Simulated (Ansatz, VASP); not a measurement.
One calculation of Co, two programs

File INCAR:

```
PREC = Accurate
ENCUT = 520
EDIFF = 1E-6
ISMEAR = -1
SIGMA = 0.05
LREAL = F
LASPH = T
NELM = 150
ALGO = Normal
ISIF = 2
LWAVE = F
LCHARG = F
ISPIN = 2
MAGMOM = -1.778 -1.778
LORBIT = 11
LMAXMIX = 4
GGA = B5
ALDAX = 1.0
AGGAX = 1.0
AGGAC = 1.0
ALDAC = 0.0
NBANDS = 20
```

The input KPOINTS:

```
regular mesh
0
Gamma
  13 13 13
```

POSCAR

```
Co
1.0
    2.8160622401      0.0000000000      0.0000000000
    0.0000000000      2.8160622401      0.0000000000
    0.0000000000      0.0000000000      2.8160622401
Co
2
Direct
    0.0000000000      0.0000000000      0.0000000000
    0.5000000000      0.5000000000      0.5000000000
```

Input for Ansatz:

```yaml
crystal:
  lattice:
    - [2.8160622401, 0.0, 0.0]
    - [0.0, 2.8160622401, 0.0]
    - [0.0, 0.0, 2.8160622401]
  atoms:
    - { symbol: Co, position: [0.0, 0.0, 0.0], spin: -1.778 }
    - { symbol: Co, position: [0.5, 0.5, 0.5], spin: -1.778 }
hamiltonian:
  xc: blyp
  pseudopotentials:
    kind: paw
    azcp:
      Co: "pseudopotentials/Co.paw.azcp"
basis:
  ecutwfc: 420
  fft_grid_basis: typed
kpoints:
  mp_grid: { grid: [13, 13, 13], shift: [0, 0, 0] }
magnetization:
  spin_polarized: true
scf:
  occupations: { method: fermi_dirac, width: 0.05 }
  lower_state_search: "off"
output:
  stress: true
  write_density: true
  write_potential: true
  elf: true
  volumetric_format: npy
```

Alike in both runs: task single point; functional BLYP; k mesh 13 × 13 × 13; occupations fermi-dirac, width 0.05 eV; collinear spin.

|  | VASP | Ansatz |
| --- | --- | --- |
| version | VASP 6.6.1 | Ansatz 0.2.0 |
| potentials or method | VASP PAW PBE potentials, release 64 (Co), cutoff 520 eV | plane waves (420 eV) with PAW, scalar-relativistic |
| valence electrons in the cell | 18 | 34 |

Ansatz gave:

| Item | Value |
| --- | --- |
| pressure (GPa) | 7.6 |
| net moment per atom (μB) | 1.72 |
| size of the moment on the site where the two differ most (μB) | 1.79 |

Which values does VASP return?

Pressure (GPa): 7.1; net moment per atom (μB): 1.71; size of the moment on the site where the two differ most (μB): 1.73.

VASP's potentials were made for PBE, not for BLYP. Site moments also hang on the region over which each program counts them. VASP's potentials hold 18 valence electrons a cell and Ansatz's 34, so a difference there can come from the potentials and not from the codes.
